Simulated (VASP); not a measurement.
## Tl: single point with PBE

Crystal: Tl.

```
Tl
1.0
     4.99008    0.00000    0.00000
    -2.49504    4.32153    0.00000
     0.00000    0.00000    3.04898
Tl
3
Direct
  0.00000 0.00000 0.00000
  0.33333 0.66667 0.50000
  0.66667 0.33333 0.50000
```

This isn't the form of Tl at room conditions, which is hcp.

```
Program                : VASP 6.6.1
Task                   : single point
Functional             : PBE
Potentials or basis    : VASP PAW PBE potentials, release 64 (Tl_d)
Cutoff                 : 520 eV
k mesh                 : 7 × 7 × 10
Occupations            : fermi-dirac, width 0.05 eV
Spin                   : no spin polarisation
Dipole correction      : no
Further INCAR settings : ALGO = Normal; EDIFF = 1e-06; NBANDS = 26
```

| Property | Result |
| --- | --- |
| Pressure | 25.9 GPa |
| Band gap on the k mesh | zero (an odd number of electrons rules out a gap without spin polarisation) |

Levels at points of the mesh, in eV from the Fermi level:
```csv
k point,band 15,band 16,band 17,band 18,band 19,band 20,band 21,band 22,band 23,band 24
"(0.00, 0.00, 0.00)",-11.36,-11.36,-4.26,-3.81,-0.97,-0.97,-0.87,-0.87,5.32,10.67
"(0.00, 0.00, 0.50)",-11.14,-7.45,-6.56,-0.17,0.77,0.78,1.28,1.40,1.40,2.85
```

It took 23 s on 1 thread of Intel(R) Xeon(R) 6975P-C (Granite Rapids), with other jobs on the host, peak memory 0.21 GiB.

Caveat: the cell stands under pressure; spin-orbit coupling is left out, which moves the levels of the heavy elements.
